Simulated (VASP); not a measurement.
# NaI (Pm) in VASP: single point with LDA

Aim: the single point of NaI with LDA.

Program: VASP 6.6.1. These are calculated values, not measurements. Logs are shortened: lines on timing, memory, paths and dates and some standing lists are left out, and cuts for length are marked.

## (1) The cell of the first run

Symmetry: Pm, No. 6, monoclinic system. Conventional cell: a = 4.622 Å, b = 4.270 Å, c = 7.798 Å, α = 90.00°, β = 90.00°, γ = 90.00°. Within 4.1 Å of Na (site symmetry m) lie 4 I at 3.12 to 3.18 Å. Within 4.1 Å of Na (site symmetry m) lie 4 I at 3.12 to 3.18 Å. Within 4.1 Å of I (site symmetry m) lie 4 Na at 3.12 to 3.18 Å. I (site symmetry m) has 4 Na at 3.12 to 3.18 Å within 4.1 Å.

## (2) Single point, LDA

File INCAR:

```
ALGO = Normal ; EDIFF = 1E-6
ENCUT = 520 ; GGA = CA
ISIF = 2 ; ISMEAR = 0
LASPH = True ; LCHARG = True
LELF = True ; LREAL = False
LVHAR = True ; LWAVE = False
NBANDS = 22 ; NELM = 100
PREC = Accurate ; SIGMA = 0.05
```

File KPOINTS:

```
k-points
0
Gamma
  6 6 4
```

File POSCAR:

```
NaI
1.0
    4.6222093067      0.0000000000      0.0000000000
    0.0000000000      4.2697016003      0.0000000000
    0.0000000000      0.0000000000      7.7983840000
Na I
2 2
Direct
    0.2410746680      0.5000000000      0.2830626921
    0.7410746680      0.5000000000      0.7330006921
    0.2500000000      0.0000000000      0.7424270000
    0.7500000000      0.0000000000      0.2575730000
```

Potentials or basis: VASP PAW LDA potentials, release 64 (Na_pv, I).

Command:

```sh
$ cat potpaw_LDA.64/Na_pv/POTCAR potpaw_LDA.64/I/POTCAR > POTCAR
$ mpirun -np 1 vasp_std > vasp.out
```

OUTCAR:

```text
EDIFF = 1E-6
   ENCUT = 520
   GGA = CA
   ISIF = 2
   ISMEAR = 0
   LASPH = True
   LREAL = False
   NELM = 100
   PREC = Accurate

 ion  position               nearest neighbor table
   1  0.241  0.500  0.283-   4 3.12   4 3.12
   2  0.741  0.500  0.733-   3 3.12   3 3.12   3 3.18   3 3.18
   3  0.250  0.000  0.742-   2 3.12   2 3.12   2 3.18   2 3.18
   4  0.750  0.000  0.258-   1 3.12   1 3.12

  LATTYP: Found a simple orthorhombic cell.
 ALAT       =     4.2697016003
 B/A-ratio  =     1.0825602675
 C/A-ratio  =     1.8264470752

  Lattice vectors:

 A1 = (   0.0000000000,  -4.2697016003,   0.0000000000)
 A2 = (   4.6222093067,   0.0000000000,   0.0000000000)
 A3 = (   0.0000000000,   0.0000000000,   7.7983840000)

Analysis of symmetry for initial positions (statically):
=====================================================================
 Subroutine PRICEL returns:
 Original cell was already a primitive cell.

 Routine SETGRP: Setting up the symmetry group for a
 simple orthorhombic supercell.

 Subroutine GETGRP returns: Found  2 space group operations
 (whereof  2 operations were pure point group operations)
 out of a pool of  8 trial point group operations.

The static configuration has the point symmetry C_1h.

Analysis of symmetry for dynamics (positions and initial velocities):
=====================================================================
 Subroutine PRICEL returns:
 Original cell was already a primitive cell.

 Routine SETGRP: Setting up the symmetry group for a
 simple orthorhombic supercell.

 Subroutine GETGRP returns: Found  2 space group operations
 (whereof  2 operations were pure point group operations)
 out of a pool of  8 trial point group operations.

The dynamic configuration has the point symmetry C_1h.

 Subroutine INISYM returns: Found  2 space group operations
 (whereof  2 operations are pure point group operations),
 and found     1 'primitive' translations

----------------------------------------------------------------------------------------

                                     Primitive cell

  volume of cell :     153.9047

  direct lattice vectors                    reciprocal lattice vectors
     4.622209307  0.000000000  0.000000000     0.216346758  0.000000000  0.000000000
[... 81 lines left out ...]
   PREC   = accura    normal or accurate (medium, high low for compatibility)
   ISTART =      0    job   : 0-new  1-cont  2-samecut
   ICHARG =      2    charge: 1-file 2-atom 10-const
   ISPIN  =      1    spin polarized calculation?
   LNONCOLLINEAR =      F non collinear calculations
   LSORBIT =      F    spin-orbit coupling
   LASPH  =      T    aspherical Exc in radial PAW
   ENCUT  =  520.0 eV  38.22 Ry    6.18 a.u.   8.59  7.94 14.50*2*pi/ulx,y,z
   NELM   =    100;   NELMIN=  2; NELMDL= -5     # of ELM steps
   EDIFF  = 0.1E-05   stopping-criterion for ELM
   LREAL  =      F    real-space projection
   EDIFFG = 0.1E-04   stopping-criterion for IOM
   NSW    =      0    number of steps for IOM
   IBRION =     -1    ionic relax: 0-MD 1-quasi-New 2-CG
   NFREE  =      0    steps in history (QN), initial steepest desc. (CG)
   ISIF   =      2    stress and relaxation
   ISYM   =      2    0-nonsym 1-usesym 2-fastsym
   POTIM  = 0.5000    time-step for ionic-motion
   TEBEG  =    0.0;   TEEND  =   0.0 temperature during run
   PSTRESS=    0.0 pullay stress
   NELECT =      28.0000    total number of electrons
   NUPDOWN=      -1.0000    fix difference up-down
   EMIN   =  10.00;   EMAX   =-10.00  energy-range for DOS
   EFERMI =   0.00;   METHOD = LEGACY
   ISMEAR =     0;   SIGMA  =   0.05  broadening in eV -4-tet -1-fermi 0-gaus
   EFERMI_NEDOS =   21; number of points for ismear=-14 and -15
   IALGO  =     38    algorithm
   IMIX   =      4    mixing-type and parameters
     AMIX     =   0.40;   BMIX     =  1.00
     AMIX_MAG =   1.60;   BMIX_MAG =  1.00
  volume/ion in A,a.u.               =      38.48       259.65
  Fermi-wavevector in a.u.,A,eV,Ry     =   0.927635  1.752975 11.707893  0.860506
  Thomas-Fermi vector in A             =   2.053725
   LORBIT       =      0    0 simple, 1 ext, 2 COOP (PROOUT), +10 PAW based schemes
   GGA     = CA    functional components
   LHFCALC =     F    Hartree Fock is set to
   AEXX    =    0.0000 exact exchange contribution
   IVDW    =     0    specifies the selected vdW correction
   LEPSILON=     F    determine dielectric tensor
   LRPA    =     F    only Hartree local field effects (RPA)
 non-spin polarized calculation
 Gauss-broadening in eV      SIGMA  =   0.05
  energy-cutoff  :      520.00
  volume of cell :      153.90
 maximum number of plane-waves:      4184
 NGX is ok and might be reduce to    36
   NGX = 17   NGY = 15   NGZ = 29

 number of electron      27.9999996 magnetization

 Free energy of the ion-electron system (eV)
  ---------------------------------------------------
  ext. energy  EPLUGINS =         0.00000000
  ---------------------------------------------------
  free energy    TOTEN  =       -11.38145094 eV

  energy without entropy =      -11.38145094  energy(sigma->0) =      -11.38145094

 E-fermi :   0.5627     XC(G=0):  -7.5298

 val. band max:        0.3613364354   @ k =   0.0000   0.5000   0.0000
 cond. band min:       2.8286640423   @ k =   0.0000   0.0000   0.0000
 fundamental gap:      2.4673276069
 Fermi energy:         0.5627351850

 k-point     1 :       0.0000    0.0000    0.0000
  band No.  band energies     occupation
      1     -22.8308      2.00000
      2     -22.7996      2.00000
      3     -22.7925      2.00000
      4     -22.7909      2.00000
      5     -22.7611      2.00000
      6     -22.7593      2.00000
[... 589 lines left out ...]
     21       7.8333      0.00000
     22       8.2764      0.00000

 [... further k-points ...]
[... 5 lines left out ...]
  --------------------------------------------------------------------------------------
  -------------------------------------------------------------------------------------
  Total       -1.6927681     -1.6446757     -0.8735922      0.0000000      0.0000000      0.0033919
  in kB      -17.6220443    -17.1213937     -9.0942643      0.0000000      0.0000000      0.0353101
  external PRESSURE =     -14.6125674 kB  Pullay stress =       0.0000000 kB

 VOLUME and BASIS-vectors are now :
 -----------------------------------------------------------------------------
  energy-cutoff  :      520.00
  volume of cell :      153.90
      direct lattice vectors                 reciprocal lattice vectors
     4.622209307  0.000000000  0.000000000     0.216346758  0.000000000  0.000000000
     0.000000000  4.269701600  0.000000000     0.000000000  0.234208405  0.000000000
     0.000000000  0.000000000  7.798384000     0.000000000  0.000000000  0.128231695

 POSITION                                       TOTAL-FORCE (eV/Angst)
 -----------------------------------------------------------------------------------
      1.11430      2.13485      2.20743         0.047175      0.000000     -0.024705
      3.42540      2.13485      5.71622         0.048585      0.000000      0.040975
      1.15555      0.00000      5.78973        -0.048793      0.000000     -0.050737
      3.46666      0.00000      2.00865        -0.046967      0.000000      0.034467
 -----------------------------------------------------------------------------------
    total drift:                               -0.000573     -0.000000      0.000160

  FREE ENERGIE OF THE ION-ELECTRON SYSTEM (eV)
  ---------------------------------------------------
  free  energy   TOTEN  =       -11.3814509429 eV

  energy  without entropy=      -11.3814509429  energy(sigma->0) =      -11.38145094
```

OSZICAR:

```text
N       E                     dE             d eps       ncg     rms          rms(c)
DAV:   1     0.211484003147E+03    0.21148E+03   -0.12666E+04  2472   0.113E+03
DAV:   2     0.695720617519E+01   -0.20453E+03   -0.19488E+03  2856   0.274E+02
DAV:   3    -0.111051390823E+02   -0.18062E+02   -0.17971E+02  3028   0.880E+01
DAV:   4    -0.116421405755E+02   -0.53700E+00   -0.53671E+00  2992   0.157E+01
DAV:   5    -0.116591517459E+02   -0.17011E-01   -0.17011E-01  3414   0.272E+00    0.236E+00
DAV:   6    -0.114370535379E+02    0.22210E+00   -0.27139E-01  2846   0.239E+00    0.153E+00
DAV:   7    -0.113813416732E+02    0.55712E-01   -0.20037E-01  3064   0.181E+00    0.835E-01
DAV:   8    -0.113817233773E+02   -0.38170E-03   -0.12930E-02  2812   0.793E-01    0.329E-01
DAV:   9    -0.113813608999E+02    0.36248E-03   -0.60686E-04  2968   0.188E-01    0.110E-01
DAV:  10    -0.113814363649E+02   -0.75465E-04   -0.14288E-04  2860   0.881E-02    0.172E-02
DAV:  11    -0.113814497814E+02   -0.13417E-04   -0.82903E-06  2888   0.172E-02    0.885E-03
DAV:  12    -0.113814509691E+02   -0.11876E-05   -0.14034E-06  2478   0.735E-03    0.804E-03
DAV:  13    -0.113814509429E+02    0.26151E-07   -0.91730E-07  2052   0.678E-03
   1 F= -.11381451E+02 E0= -.11381451E+02  d E =-.176117E-10
```

stdout:

```text
POSCAR found type information on POSCAR NaI
 POSCAR found :  2 types and       4 ions
 scaLAPACK will be used
 LDA part: xc-table for (Slater(with rela. corr.)+CA(PZ))
 , standard interpolation
 POSCAR, INCAR and KPOINTS ok, starting setup
 FFT: planning ... GRIDC
 FFT: planning ... GRID_SOFT
 FFT: planning ... GRID
 WAVECAR not read
 entering main loop
```

It took 47 s on 1 thread of Intel Xeon 6975P-C (Granite Rapids), shared host; peak memory 0.3 GiB.

What came out:

```
Free energy            : -11.3815 eV
Pressure               : -1.5 GPa
Largest force          : 0.070 eV/Å
Band gap on the k mesh : 2.47 eV, indirect (least direct gap 2.69 eV)
```

Forces in eV/Å, atoms in the order of the input:
```
Na   0.047  0.000 -0.025
Na   0.049  0.000  0.041
I   -0.049  0.000 -0.051
I   -0.047  0.000  0.034
```

Caveat: the cell differs from its parent crystal (all Na atoms moved +0.075 Å, as atom 1 towards its neighbour atom 2 (Na) at 4.202 Å); spin-orbit coupling is left out, which moves the levels of the heavy elements.
